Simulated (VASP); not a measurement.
Runs of VASP 6.6.1 on GaSb. The structure is that of space group Immm (No. 71), or close to it. The cells are those of the table. 

```tsv
cell	gap on the mesh (eV)	pressure (GPa)
a = 4.149 Å, angles 134.5, 104.2, 93.1°, 2 atoms	none	(b)
a = 3.847 Å, angles 134.5, 104.2, 93.1°, 2 atoms	none	17.9
a = 3.811 Å, angles 132.3, 104.9, 94.0°, 2 atoms	none	(a)
a = 4.306 Å, angles 135.6, 103.8, 92.7°, 2 atoms	none	-6.8
a = 4.077 Å, angles 134.5, 104.2, 93.1°, 2 atoms	none	0.1
a = 4.217 Å, angles 134.5, 104.2, 93.1°, 2 atoms	none	-5.2
a = 4.328 Å, angles 136.7, 103.5, 92.3°, 2 atoms	none	-6.8
a = 4.109 Å, angles 132.3, 104.9, 94.0°, 2 atoms	none	-2.8
```

Alike in all rows: task single point; level LDA; potentials or basis VASP PAW LDA potentials, release 64 (Ga_d, Sb); no spin polarisation; k mesh 18 × 18 × 18; cutoff (eV) 520; smearing gaussian 0.15 eV.

Problem. Estimate the missing entries.

Solution. (a) 18.3; (b) -2.9.

Caveats: spin-orbit coupling is left out, which moves the levels of the heavy elements; the cell stands under tension (at least some runs); the cell stands under pressure (at least some runs); the stress differs along the axes, from 15 to 23 GPa (at least some runs).

A k mesh can miss the band edges, and the runs leave out spin-orbit coupling on Ga, Sb.

A gap of «none» marks levels without a gap at the run's occupations.
